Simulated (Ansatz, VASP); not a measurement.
# Two plane-wave programs on GaP

```
Ga P
1.0
     0.00000    2.72550    2.72550
     2.72550    0.00000    2.72550
     2.72550    2.72550    0.00000
Ga P
1 1
Direct
  0.00000 0.00000 0.00000
  0.25000 0.25000 0.25000
```

Alike in both runs: task single point; functional PBE; k mesh 10 × 10 × 10; occupations gaussian, width 0.03 eV; no spin polarisation.

|  | VASP | Ansatz |
| --- | --- | --- |
| version | VASP 6.6.1 | Ansatz 0.2.0 |
| potentials or method | VASP PAW PBE potentials, release 64 (Ga_d, P) | scalar-relativistic, plane waves, PAW |
| plane-wave cutoff (eV) | 520 | 420 |
| valence electrons in the cell | 18 | 18 |

Ansatz gave:

| Quantity | Value |
| --- | --- |
| gap on the k mesh at the Fermi level (eV) | 1.61 |
| least direct gap on the mesh (eV) | 1.83 |

Q: Estimate VASP's values.

A: gap on the k mesh at the Fermi level (eV): 1.61; least direct gap on the mesh (eV): 1.82.

With one functional, cell and mesh, what is left measures potentials, basis and numerics.
